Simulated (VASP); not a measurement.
# CdS (Hawleyite) (F-43m) in VASP: a series of runs

CdS (Hawleyite) is run at these levels: r2SCAN; tasks: single point.

Program: VASP 6.6.1. These are calculated values, not measurements. Logs are shortened: lines on timing, memory, paths and dates and some standing lists are left out, and cuts for length are marked.

### 1 The cell of the first run

The structure is cubic, space group F-43m (No. 216). Conventional cell: a = 5.698 Å, b = 5.698 Å, c = 5.698 Å, α = 90.00°, β = 90.00°, γ = 90.00°. Within 3.3 Å of Cd (site symmetry -43m) lie 4 S at 2.47 Å. S (site symmetry -43m) has 4 Cd at 2.47 Å within 3.3 Å.

### 2 Single point, r2SCAN

The input, POSCAR:

```
CdS
1.0
    0.0000000000      2.8489791295      2.8489791295
    2.8489791295      0.0000000000      2.8489791295
    2.8489791295      2.8489791295      0.0000000000
Cd S
1 1
Direct
    0.0000000000      0.0000000000      0.0000000000
    0.7500000000      0.7500000000      0.7500000000
```

The input, INCAR.step1:

```
SYSTEM = CdS
  ALGO = Normal
  EDIFF = 1E-4
  ENCUT = 520
  GGA = PE
  ISMEAR = 0
  LASPH = .True.
  LCHARG = .False.
  LREAL = .False.
  LWAVE = .True.
  NBANDS = 16
  NELM = 80
  PREC = Accurate
  SIGMA = 0.01
```

The input, INCAR.step2:

```
SYSTEM = CdS
  ALGO = Normal
  EDIFF = 1E-7
  ENCUT = 520
  ISIF = 2
  ISMEAR = 0
  ISTART = 1
  LASPH = .True.
  LCHARG = .False.
  LMIXTAU = .True.
  LREAL = .False.
  LWAVE = .False.
  METAGGA = R2SCAN
  NBANDS = 16
  NELM = 80
  PREC = Accurate
  SIGMA = 0.01
```

The input, KPOINTS:

```
k-points
0
Gamma
  6 6 6
  0 0 0
```

Potentials or basis: VASP PAW PBE potentials, release 64 (Cd, S).

The run is started by

```sh
$ cat potpaw_PBE.64/Cd/POTCAR potpaw_PBE.64/S/POTCAR > POTCAR
$ cp INCAR.step1 INCAR
$ mpirun -np 1 vasp_std > vasp.out
$ cp INCAR.step2 INCAR
$ mpirun -np 1 vasp_std > vasp.out
```

OUTCAR:

```text
SYSTEM = CdS
   EDIFF = 1E-7
   ENCUT = 520
   ISIF = 2
   ISMEAR = 0
   ISTART = 1
   LASPH = .True.
   LREAL = .False.
   METAGGA = R2SCAN
   NELM = 80
   PREC = Accurate

 ion  position               nearest neighbor table
   1  0.000  0.000  0.000-   2 2.47   2 2.47   2 2.47   2 2.47
   2  0.750  0.750  0.750-   1 2.47   1 2.47   1 2.47   1 2.47

  LATTYP: Found a face centered cubic cell.
 ALAT       =     5.6979582590

  Lattice vectors:

 A1 = (   0.0000000000,   2.8489791295,   2.8489791295)
 A2 = (   2.8489791295,   0.0000000000,   2.8489791295)
 A3 = (   2.8489791295,   2.8489791295,   0.0000000000)

Analysis of symmetry for initial positions (statically):
=====================================================================
 Subroutine PRICEL returns:
 Original cell was already a primitive cell.

 Routine SETGRP: Setting up the symmetry group for a
 face centered cubic supercell.

 Subroutine GETGRP returns: Found 24 space group operations
 (whereof 24 operations were pure point group operations)
 out of a pool of 48 trial point group operations.

The static configuration has the point symmetry T_d .

Analysis of symmetry for dynamics (positions and initial velocities):
=====================================================================
 Subroutine PRICEL returns:
 Original cell was already a primitive cell.

 Routine SETGRP: Setting up the symmetry group for a
 face centered cubic supercell.

 Subroutine GETGRP returns: Found 24 space group operations
 (whereof 24 operations were pure point group operations)
 out of a pool of 48 trial point group operations.

The dynamic configuration has the point symmetry T_d .

 Subroutine INISYM returns: Found 24 space group operations
 (whereof 24 operations are pure point group operations),
 and found     1 'primitive' translations

----------------------------------------------------------------------------------------

                                     Primitive cell

  volume of cell :      46.2485

  direct lattice vectors                    reciprocal lattice vectors
     0.000000000  2.848979129  2.848979129    -0.175501461  0.175501461  0.175501461
     2.848979129  0.000000000  2.848979129     0.175501461 -0.175501461  0.175501461
     2.848979129  2.848979129  0.000000000     0.175501461  0.175501461 -0.175501461

  length of vectors
[... 72 lines left out ...]
   NELM   =     80;   NELMIN=  2; NELMDL=  0     # of ELM steps
   EDIFF  = 0.1E-06   stopping-criterion for ELM
   LREAL  =      F    real-space projection
   EDIFFG = 0.1E-05   stopping-criterion for IOM
   NSW    =      0    number of steps for IOM
   IBRION =     -1    ionic relax: 0-MD 1-quasi-New 2-CG
   NFREE  =      0    steps in history (QN), initial steepest desc. (CG)
   ISIF   =      2    stress and relaxation
   ISYM   =      2    0-nonsym 1-usesym 2-fastsym
   POTIM  = 0.5000    time-step for ionic-motion
   TEBEG  =    0.0;   TEEND  =   0.0 temperature during run
   PSTRESS=    0.0 pullay stress
   NELECT =      18.0000    total number of electrons
   NUPDOWN=      -1.0000    fix difference up-down
   EMIN   =  10.00;   EMAX   =-10.00  energy-range for DOS
   EFERMI =   0.00;   METHOD = LEGACY
   ISMEAR =     0;   SIGMA  =   0.01  broadening in eV -4-tet -1-fermi 0-gaus
   EFERMI_NEDOS =   21; number of points for ismear=-14 and -15
   IALGO  =     38    algorithm
   IMIX   =      4    mixing-type and parameters
     AMIX     =   0.40;   BMIX     =  1.00
     AMIX_MAG =   1.60;   BMIX_MAG =  1.00
  volume/ion in A,a.u.               =      23.12       156.05
  Fermi-wavevector in a.u.,A,eV,Ry     =   1.195271  2.258735 19.438275  1.428673
  Thomas-Fermi vector in A             =   2.331241
   LORBIT       =      0    0 simple, 1 ext, 2 COOP (PROOUT), +10 PAW based schemes
   METAGGA = R2SCAN    functional components
   LHFCALC =     F    Hartree Fock is set to
   AEXX    =    0.0000 exact exchange contribution
   IVDW    =     0    specifies the selected vdW correction
   LEPSILON=     F    determine dielectric tensor
   LRPA    =     F    only Hartree local field effects (RPA)
 non-spin polarized calculation
 Gauss-broadening in eV      SIGMA  =   0.01
  energy-cutoff  :      520.00
  volume of cell :       46.25
 maximum number of plane-waves:      1267
 NGX is ok and might be reduce to    30
   NGX = 15   NGY = 15   NGZ = 15

 number of electron      18.0000001 magnetization

 Free energy of the ion-electron system (eV)
  ---------------------------------------------------
  ext. energy  EPLUGINS =         0.00000000
  ---------------------------------------------------
  free energy    TOTEN  =       -29.58261472 eV

  energy without entropy =      -29.58261472  energy(sigma->0) =      -29.58261472

 E-fermi :   1.8280     XC(G=0): -10.0886

 val. band max:        1.6933483608   @ k =   0.0000   0.0000   0.0000
 cond. band min:       3.4438583989   @ k =   0.0000   0.0000   0.0000
 fundamental gap:      1.7505100381
 Fermi energy:         1.8280229196

 k-point     1 :       0.0000    0.0000    0.0000
  band No.  band energies     occupation
      1     -11.6618      2.00000
      2      -6.5715      2.00000
      3      -6.5715      2.00000
      4      -6.5715      2.00000
      5      -5.9459      2.00000
      6      -5.9459      2.00000
[... 281 lines left out ...]
      3      -6.2164      2.00000
      4      -6.0527      2.00000
      5      -5.8945      2.00000
      6      -5.2369      2.00000
[... 8 lines left out ...]
     15      15.7953      0.00000
     16      15.9357      0.00000

------------------------ aborting loop because EDIFF is reached ----------------------------------------

  FORCE on cell =-STRESS in cart. coord.  units (eV):
  Direction    XX          YY          ZZ          XY          YZ          ZX
  --------------------------------------------------------------------------------------
  -------------------------------------------------------------------------------------
  Total        2.1458659      2.1458659      2.1458659     -0.0000000      0.0000000      0.0000000
  in kB       74.3387673     74.3387673     74.3387673     -0.0000000      0.0000000      0.0000000
  external PRESSURE =      74.3387673 kB  Pullay stress =       0.0000000 kB

 VOLUME and BASIS-vectors are now :
 -----------------------------------------------------------------------------
  energy-cutoff  :      520.00
  volume of cell :       46.25
      direct lattice vectors                 reciprocal lattice vectors
     0.000000000  2.848979129  2.848979129    -0.175501461  0.175501461  0.175501461
     2.848979129  0.000000000  2.848979129     0.175501461 -0.175501461  0.175501461
     2.848979129  2.848979129  0.000000000     0.175501461  0.175501461 -0.175501461

 POSITION                                       TOTAL-FORCE (eV/Angst)
 -----------------------------------------------------------------------------------
      0.00000      0.00000      0.00000         0.000000      0.000000      0.000000
      4.27347      4.27347      4.27347        -0.000000     -0.000000     -0.000000
 -----------------------------------------------------------------------------------
    total drift:                                0.000006      0.000006      0.000006

  FREE ENERGIE OF THE ION-ELECTRON SYSTEM (eV)
  ---------------------------------------------------
  free  energy   TOTEN  =       -29.5826147208 eV

  energy  without entropy=      -29.5826147208  energy(sigma->0) =      -29.58261472
```

OSZICAR.step1:

```text
N       E                     dE             d eps       ncg     rms          rms(c)
DAV:   1     0.113739267842E+03    0.11374E+03   -0.89774E+03   512   0.103E+03
DAV:   2    -0.239821143398E+01   -0.11614E+03   -0.10873E+03   624   0.260E+02
DAV:   3    -0.651279206459E+01   -0.41146E+01   -0.41095E+01   632   0.517E+01
DAV:   4    -0.653682865552E+01   -0.24037E-01   -0.24035E-01   640   0.388E+00
DAV:   5    -0.653712895364E+01   -0.30030E-03   -0.30030E-03   624   0.411E-01    0.951E+00
DAV:   6    -0.601833932371E+01    0.51879E+00   -0.80718E-01   768   0.122E+01    0.739E+00
DAV:   7    -0.599585253573E+01    0.22487E-01   -0.22167E-01   648   0.326E+00    0.341E+00
DAV:   8    -0.599615259726E+01   -0.30006E-03   -0.22022E-02   600   0.195E+00    0.379E-01
DAV:   9    -0.599603748750E+01    0.11511E-03   -0.24885E-03   584   0.791E-01    0.678E-02
DAV:  10    -0.599613081714E+01   -0.93330E-04   -0.24534E-04   616   0.182E-01
   1 F= -.59961308E+01 E0= -.59961308E+01  d E =-.117018E-26
```

Wall time 51 s (1 thread of Intel Xeon Platinum 8488C (Sapphire Rapids), shared host); peak memory 0.17 GiB.

Results:

```
Free energy            : -29.5826 eV
Pressure               : 7.4 GPa
Band gap on the k mesh : 1.75 eV, direct
```

Levels at points of the mesh, in eV from the valence-band top:
```tsv
k point	band 5	band 6	band 7	band 8	band 9	band 10	band 11	band 12	band 13	band 14
(0.00, 0.00, 0.00)	-7.64	-7.64	0.00	0.00	0.00	1.75	7.04	7.04	7.04	12.11
(0.50, 0.00, 0.00)	-7.59	-7.19	-4.94	-0.88	-0.88	3.58	7.46	7.46	8.12	11.86
(0.50, 0.50, 0.00)	-7.53	-7.11	-4.32	-2.20	-2.20	3.72	4.81	10.16	11.99	11.99
```

Caveat: the PAW data sets were made with another functional, which shifts forces and pressure a little. r2SCAN opens gaps a little over a GGA but as a rule still falls short of measured ones.

### 3 Single point, r2SCAN

This run uses another cell than the first one, of 23.96 Å³/atom, 1.036 times its volume.

The input, POSCAR:

```
CdS
1.0
    0.0000000000      2.8829047851      2.8829047851
    2.8829047851      0.0000000000      2.8829047851
    2.8829047851      2.8829047851      0.0000000000
Cd S
1 1
Direct
    0.0000000000      0.0000000000      0.0000000000
    0.7500000000      0.7500000000      0.7500000000
```

The input, INCAR.step1:

```
PREC = Accurate
ENCUT = 520
ISMEAR = 0
SIGMA = 0.01
LREAL = False
LASPH = True
NELM = 100
NBANDS = 16
GGA = PE
ALGO = Normal
EDIFF = 1E-4
LWAVE = True
LCHARG = False
```

The input, INCAR.step2:

```
PREC = Accurate
ENCUT = 520
EDIFF = 1E-7
ISMEAR = 0
SIGMA = 0.01
LREAL = False
LASPH = True
NELM = 100
ALGO = Normal
ISIF = 2
LWAVE = False
LCHARG = False
METAGGA = R2SCAN
LMIXTAU = True
NBANDS = 16
ISTART = 1
```

The input, KPOINTS:

```
Automatic mesh
0
Gamma
  6 6 6
```

Potentials or basis: VASP PAW PBE potentials, release 64 (Cd, S).

The run is started by

```sh
$ cat potpaw_PBE.64/Cd/POTCAR potpaw_PBE.64/S/POTCAR > POTCAR
$ cp INCAR.step1 INCAR
$ mpirun -np 1 vasp_std > vasp.out
$ cp INCAR.step2 INCAR
$ mpirun -np 1 vasp_std > vasp.out
```

Run time: 47 s. Hardware: 1 thread of Intel Xeon Platinum 8488C (Sapphire Rapids), shared host; peak memory 0.17 GiB.

The run converged. Its results:

```
Free energy            : -29.6440 eV
Pressure               : 4.4 GPa
Band gap on the k mesh : 1.67 eV, direct
```

Levels at points of the mesh, in eV from the valence-band top:
| k point | band 7 | band 8 | band 9 | band 10 | band 11 | band 12 |
| --- | --- | --- | --- | --- | --- | --- |
| (0.00, 0.00, 0.00) | 0.00 | 0.00 | 0.00 | 1.67 | 7.06 | 7.06 |
| (0.50, 0.00, 0.00) | -4.70 | -0.82 | -0.82 | 3.53 | 7.47 | 7.47 |
| (0.50, 0.50, 0.00) | -4.14 | -2.06 | -2.06 | 3.78 | 4.79 | 9.98 |

Caveat: the PAW data sets were made with another functional, which shifts forces and pressure a little. r2SCAN opens gaps a little over a GGA but as a rule still falls short of measured ones.

### 4 Single point, r2SCAN

This run uses another cell than the first one, of 24.99 Å³/atom, 1.081 times its volume.

The input, POSCAR:

```
CdS
1.0
    0.0000000000      2.9235545630      2.9235545630
    2.9235545630      0.0000000000      2.9235545630
    2.9235545630      2.9235545630      0.0000000000
Cd S
1 1
Direct
    0.0000000000      0.0000000000      0.0000000000
    0.7500000000      0.7500000000      0.7500000000
```

The input, INCAR.step1:

```
SYSTEM = CdS
PREC = Accurate ; ENCUT = 520
ISMEAR = 0 ; SIGMA = 0.01
LREAL = .False. ; LASPH = .True.
NELM = 100 ; NBANDS = 16
GGA = PE ; ALGO = Normal
EDIFF = 1E-4 ; LWAVE = .True.
LCHARG = .False.
```

The input, INCAR.step2:

```
SYSTEM = CdS
PREC = Accurate ; ENCUT = 520
EDIFF = 1E-7 ; ISMEAR = 0
SIGMA = 0.01 ; LREAL = .False.
LASPH = .True. ; NELM = 100
ALGO = Normal ; ISIF = 2
LWAVE = .False. ; LCHARG = .False.
METAGGA = R2SCAN ; LMIXTAU = .True.
NBANDS = 16 ; ISTART = 1
```

The input, KPOINTS:

```
Automatic mesh
0
Gamma
  6 6 6
  0 0 0
```

The run is started by

```sh
$ cat potpaw_PBE.64/Cd/POTCAR potpaw_PBE.64/S/POTCAR > POTCAR
$ cp INCAR.step1 INCAR
$ mpirun -np 1 vasp_std > vasp.out
$ cp INCAR.step2 INCAR
$ mpirun -np 1 vasp_std > vasp.out
```

Run time: 42 s. Hardware: 1 thread of Intel Xeon Platinum 8488C (Sapphire Rapids), shared host; peak memory 0.18 GiB.

Results (log left out):

| Quantity | Value |
| --- | --- |
| Free energy | -29.6802 eV |
| Pressure | 1.3 GPa |
| Band gap on the k mesh | 1.57 eV, direct |

Levels at points of the mesh, in eV from the valence-band top:
| k point | band 7 | band 8 | band 9 | band 10 | band 11 | band 12 |
| --- | --- | --- | --- | --- | --- | --- |
| (0.00, 0.00, 0.00) | 0.00 | 0.00 | 0.00 | 1.57 | 7.08 | 7.08 |
| (0.50, 0.00, 0.00) | -4.42 | -0.76 | -0.76 | 3.46 | 7.48 | 7.48 |
| (0.50, 0.50, 0.00) | -3.95 | -1.90 | -1.90 | 3.85 | 4.75 | 9.76 |

Caveat: the PAW data sets were made with another functional, which shifts forces and pressure a little.

### 5 Overview

| cell | gap on the mesh (eV) | pressure (GPa) |
| --- | --- | --- |
| a = 4.029 Å, angles 60.0°, 2 atoms | 1.75 | 7.4 |
| a = 4.077 Å, angles 60.0°, 2 atoms | 1.67 | 4.4 |
| a = 4.135 Å, angles 60.0°, 2 atoms | 1.57 | 1.3 |

Alike in all rows: task single point; level r2SCAN; potentials or basis VASP PAW PBE potentials, release 64 (Cd, S); no spin polarisation; k mesh 6 × 6 × 6; cutoff (eV) 520; smearing gaussian 0.01 eV.

Caveats: the PAW data sets were made with another functional, which shifts forces and pressure a little.

Absolute energies hang on the potentials; compare differences alone.
